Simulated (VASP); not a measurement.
# As (Cmmm) in VASP: single point with PBE

Aim: the single point of As with PBE.

Program: VASP 6.6.1. These are calculated values, not measurements. Logs are shortened: lines on timing, memory, paths and dates and some standing lists are left out, and cuts for length are marked.

## (1) The cell of the first run

The typed cell holds 1 atom: a = 2.904 Å, b = 2.904 Å, c = 2.748 Å, α = 90.00°, β = 90.00°, γ = 119.96°.

## (2) Single point, PBE

Contents of INCAR:

```
SYSTEM = As
PREC = Accurate
ENCUT = 520
EDIFF = 1E-6
ISMEAR = 0
SIGMA = 0.1
LREAL = .False.
LASPH = .True.
NELM = 60
ALGO = Normal
ISIF = 2
LWAVE = .False.
LCHARG = .True.
GGA = PE
LELF = .True.
LVHAR = .True.
NBANDS = 8
```

Contents of KPOINTS:

```
Automatic mesh
0
Gamma
  22 22 20
  0 0 0
```

Contents of POSCAR:

```
As
1.0
    1.4528426517     -2.5146142011      0.0000000000
    1.4528426517      2.5146142011      0.0000000000
    0.0000000000      0.0000000000      2.7480137149
As
1
Direct
    0.5000000000      0.5000000000      0.0000000000
```

Potentials or basis: VASP PAW PBE potentials, release 64 (As).

Started as:

```bash
cat potpaw_PBE.64/As/POTCAR > POTCAR
mpirun -np 1 vasp_std > vasp.out
```

OUTCAR:

```text
SYSTEM = As
   PREC = Accurate
   ENCUT = 520
   EDIFF = 1E-6
   ISMEAR = 0
   LREAL = .False.
   LASPH = .True.
   NELM = 60
   ISIF = 2
   GGA = PE

 ion  position               nearest neighbor table
   1  0.500  0.500  0.000-

  LATTYP: Found a base centered orthorhombic cell.
 ALAT       =     2.9056853034
 B/A-ratio  =     1.7308234984
 C/A-ratio  =     0.9457368669

  Lattice vectors:

 A1 = (   1.4528426517,  -2.5146142011,   0.0000000000)
 A2 = (   1.4528426517,   2.5146142011,   0.0000000000)
 A3 = (   0.0000000000,   0.0000000000,   2.7480137149)

Analysis of symmetry for initial positions (statically):
=====================================================================
 Subroutine PRICEL returns:
 Original cell was already a primitive cell.

 Routine SETGRP: Setting up the symmetry group for a
 base centered orthorhombic supercell.

 Subroutine GETGRP returns: Found  8 space group operations
 (whereof  8 operations were pure point group operations)
 out of a pool of  8 trial point group operations.

The static configuration has the point symmetry D_2h.

Analysis of symmetry for dynamics (positions and initial velocities):
=====================================================================
 Subroutine PRICEL returns:
 Original cell was already a primitive cell.

 Routine SETGRP: Setting up the symmetry group for a
 base centered orthorhombic supercell.

 Subroutine GETGRP returns: Found  8 space group operations
 (whereof  8 operations were pure point group operations)
 out of a pool of  8 trial point group operations.

The dynamic configuration has the point symmetry D_2h.

 Subroutine INISYM returns: Found  8 space group operations
 (whereof  8 operations are pure point group operations),
 and found     1 'primitive' translations

----------------------------------------------------------------------------------------

                                     Primitive cell

  volume of cell :      20.0789

  direct lattice vectors                    reciprocal lattice vectors
     1.452842652 -2.514614201  0.000000000     0.344152892 -0.198837659  0.000000000
     1.452842652  2.514614201  0.000000000     0.344152892  0.198837659  0.000000000
     0.000000000  0.000000000  2.748013715     0.000000000  0.000000000  0.363899203

  length of vectors
     2.904141242  2.904141242  2.748013715     0.397463995  0.397463995  0.363899203

  position of ions in fractional coordinates (direct lattice)
     0.500000000  0.500000000  0.000000000

  ion indices of the primitive-cell ions
   primitive index   ion index
                 1           1

----------------------------------------------------------------------------------------

 KPOINTS: Automatic mesh

Automatic generation of k-mesh.
 Grid dimensions read from file:
 generate k-points for:   22   22   20

 Generating k-lattice:

  Cartesian coordinates                     Fractional coordinates (reciprocal lattice)
     0.015643313 -0.009038075  0.000000000     0.045454545  0.000000000  0.000000000
     0.015643313  0.009038075  0.000000000     0.000000000  0.045454545  0.000000000
     0.000000000  0.000000000  0.018194960     0.000000000  0.000000000  0.050000000

  Length of vectors
     0.018066545  0.018066545  0.018194960

  Shift w.r.t. Gamma in fractional coordinates (k-lattice)
     0.000000000  0.000000000  0.000000000

 Subroutine IBZKPT returns following result:
 ===========================================

 Found   1463 irreducible k-points:

 Following reciprocal coordinates:
            Coordinates               Weight
  0.000000  0.000000  0.000000      1.000000
  0.045455  0.000000  0.000000      4.000000
  0.090909  0.000000  0.000000      4.000000
  0.136364 -0.000000  0.000000      4.000000
  0.181818 -0.000000  0.000000      4.000000
  0.227273 -0.000000  0.000000      4.000000
[... 16 lines left out ...]
  0.500000  0.045455  0.000000      4.000000
 -0.454545  0.045455  0.000000      4.000000
 [... further k-points ...]
   k-points           NKPTS =   1463   k-points in BZ     NKDIM =   1463   number of bands    NBANDS=      8
   number of dos      NEDOS =    301   number of ions     NIONS =      1
   total plane-waves  NPLWV =  11520
   dimension x,y,z NGX =    24 NGY =   24 NGZ =   20
   dimension x,y,z NGXF=    48 NGYF=   48 NGZF=   40
   ions per type =               1
   NGX,Y,Z   is equivalent  to a cutoff of  13.74, 13.74, 12.10 a.u.
   NGXF,Y,Z  is equivalent  to a cutoff of  27.48, 27.48, 24.20 a.u.
 SYSTEM =  As
   PREC   = accura    normal or accurate (medium, high low for compatibility)
   ISTART =      0    job   : 0-new  1-cont  2-samecut
   ICHARG =      2    charge: 1-file 2-atom 10-const
   ISPIN  =      1    spin polarized calculation?
   LNONCOLLINEAR =      F non collinear calculations
   LSORBIT =      F    spin-orbit coupling
   LASPH  =      T    aspherical Exc in radial PAW
   ENCUT  =  520.0 eV  38.22 Ry    6.18 a.u.   5.40  5.40  5.11*2*pi/ulx,y,z
   NELM   =     60;   NELMIN=  2; NELMDL= -5     # of ELM steps
   EDIFF  = 0.1E-05   stopping-criterion for ELM
   LREAL  =      F    real-space projection
[... 7 lines left out ...]
   TEBEG  =    0.0;   TEEND  =   0.0 temperature during run
   PSTRESS=    0.0 pullay stress
   NELECT =       5.0000    total number of electrons
   NUPDOWN=      -1.0000    fix difference up-down
   EMIN   =  10.00;   EMAX   =-10.00  energy-range for DOS
   EFERMI =   0.00;   METHOD = LEGACY
   ISMEAR =     0;   SIGMA  =   0.10  broadening in eV -4-tet -1-fermi 0-gaus
   EFERMI_NEDOS =   21; number of points for ismear=-14 and -15
   IALGO  =     38    algorithm
   IMIX   =      4    mixing-type and parameters
     AMIX     =   0.40;   BMIX     =  1.00
     AMIX_MAG =   1.60;   BMIX_MAG =  1.00
  volume/ion in A,a.u.               =      20.08       135.50
  Fermi-wavevector in a.u.,A,eV,Ry     =   1.029956  1.946334 14.433180  1.060809
  Thomas-Fermi vector in A             =   2.164029
   LORBIT       =      0    0 simple, 1 ext, 2 COOP (PROOUT), +10 PAW based schemes
   GGA     = PE    functional components
   LHFCALC =     F    Hartree Fock is set to
   AEXX    =    0.0000 exact exchange contribution
   IVDW    =     0    specifies the selected vdW correction
   LEPSILON=     F    determine dielectric tensor
   LRPA    =     F    only Hartree local field effects (RPA)
 non-spin polarized calculation
 Gauss-broadening in eV      SIGMA  =   0.10
  energy-cutoff  :      520.00
  volume of cell :       20.08
 maximum number of plane-waves:       562
 NGX is ok and might be reduce to    24
   NGX = 11   NGY = 11   NGZ = 11

 number of electron       4.9999999 magnetization

 Free energy of the ion-electron system (eV)
  ---------------------------------------------------
  ext. energy  EPLUGINS =         0.00000000
  ---------------------------------------------------
  free energy    TOTEN  =        -4.39749239 eV

  energy without entropy =       -4.39542169  energy(sigma->0) =       -4.39645704

 E-fermi :   5.8663     XC(G=0): -10.4472

 val. band max:        5.8533069826   @ k =  -0.3636   0.2273   0.5000
 cond. band min:       5.8692749829   @ k =   0.4545   0.4091   0.2000
 fundamental gap:      0.0159680003
 Fermi energy:         5.8663470259

 k-point     1 :       0.0000    0.0000    0.0000
  band No.  band energies     occupation
      1      -8.9280      2.00000
      2       9.6378      0.00000
      3      10.9445      0.00000
      4      10.9553      0.00000
      5      14.2022      0.00000
      6      17.6026      0.00000
      7      18.2794      0.00000
      8      18.2996      0.00000

 k-point     2 :       0.0455    0.0000    0.0000
  band No.  band energies     occupation
      1      -8.8830      2.00000
      2       9.6775      0.00000
      3      10.5020      0.00000
      4      10.8371      0.00000
      5      14.3196      0.00000
      6      17.6722      0.00000
      7      18.0430      0.00000
      8      18.4974      0.00000

 k-point     3 :       0.0909    0.0000    0.0000
  band No.  band energies     occupation
      1      -8.7483      2.00000
      2       9.4387      0.00000
      3       9.7956      0.00000
      4      10.5270      0.00000
      5      14.5427      0.00000
      6      16.8625      0.00000
      7      18.8341      0.00000
      8      19.0690      0.00000

 k-point     4 :       0.1364   -0.0000    0.0000
  band No.  band energies     occupation
      1      -8.5249      2.00000
      2       8.1084      0.00000
      3       9.9892      0.00000
      4      10.1002      0.00000
      5      14.7432      0.00000
      6      16.0866      0.00000
      7      19.9283      0.00000
      8      19.9614      0.00000

 k-point     5 :       0.1818   -0.0000    0.0000
  band No.  band energies     occupation
      1      -8.2148      2.00000
      2       6.6882      0.00000
      3       9.6293      0.00000
      4      10.2532      0.00000
      5      14.7026      0.00000
      6      15.6997      0.00000
      7      21.0106      0.00000
      8      21.1899      0.00000
[... 177 lines left out ...]
 k-point    22 :       0.4545    0.0455    0.0000
  band No.  band energies     occupation
      1      -5.0188      2.00000
      2      -0.5360      2.00000
      3       7.2895      0.00000
      4      12.4475      0.00000
      5      13.0547      0.00000
      6      19.1189      0.00000
      7      20.5243      0.00000
      8      21.1462      0.00000

 k-point    23 :       0.5000    0.0455    0.0000
  band No.  band energies     occupation
      1      -5.0185      2.00000
      2      -0.5365      2.00000
      3       7.2901      0.00000
      4      12.4476      0.00000
      5      13.0540      0.00000
      6      19.1194      0.00000
      7      20.5240      0.00000
      8      21.1454      0.00000

 k-point    24 :      -0.4545    0.0455    0.0000
  band No.  band energies     occupation
      1      -5.3741      2.00000
      2      -0.0048      2.00000
      3       7.3818      0.00000
      4      12.2723      0.00000
      5      13.1468      0.00000
      6      18.5401      0.00000
      7      20.8543      0.00000
      8      21.8259      0.00000

 [... further k-points ...]
[... 5 lines left out ...]
  --------------------------------------------------------------------------------------
  -------------------------------------------------------------------------------------
  Total        0.0118333      0.0157945      0.0146667      0.0000000      0.0000000      0.0000000
  in kB        0.9442285      1.2603115      1.1703177      0.0000000      0.0000000      0.0000000
  external PRESSURE =       1.1249526 kB  Pullay stress =       0.0000000 kB

 VOLUME and BASIS-vectors are now :
 -----------------------------------------------------------------------------
  energy-cutoff  :      520.00
  volume of cell :       20.08
      direct lattice vectors                 reciprocal lattice vectors
     1.452842652 -2.514614201  0.000000000     0.344152892 -0.198837659  0.000000000
     1.452842652  2.514614201  0.000000000     0.344152892  0.198837659  0.000000000
     0.000000000  0.000000000  2.748013715     0.000000000  0.000000000  0.363899203

 POSITION                                       TOTAL-FORCE (eV/Angst)
 -----------------------------------------------------------------------------------
      1.45284      0.00000      0.00000         0.000000     -0.000000      0.000000
 -----------------------------------------------------------------------------------
    total drift:                               -0.000000     -0.000000     -0.000000

  FREE ENERGIE OF THE ION-ELECTRON SYSTEM (eV)
  ---------------------------------------------------
  free  energy   TOTEN  =        -4.3974923924 eV

  energy  without entropy=       -4.3954216909  energy(sigma->0) =       -4.39645704
```

It took 1.9 min on 1 thread of Intel Xeon 6975P-C, shared host; peak memory 0.33 GiB.

What came out:

- Free energy: -4.3975 eV
- Pressure: 0.1 GPa

Levels at points of the mesh, in eV from the Fermi level:
```csv
k point,band 1,band 2,band 3,band 4,band 5,band 6,band 7
"(0.00, 0.00, 0.00)",-14.79,3.77,5.08,5.09,8.34,11.74,12.41
"(0.50, 0.00, 0.00)",-10.86,-6.51,1.82,6.59,6.70,13.33,14.58
"(0.50, 0.50, 0.00)",-10.85,-6.51,1.81,6.59,6.69,13.34,14.58
"(0.00, 0.00, 0.50)",-11.87,-6.78,7.07,7.08,14.95,14.97,14.99
"(0.50, 0.00, 0.50)",-7.76,-4.03,-3.45,2.91,3.95,10.02,12.38
"(0.50, 0.50, 0.50)",-7.75,-4.03,-3.44,2.91,3.94,10.00,12.37
```
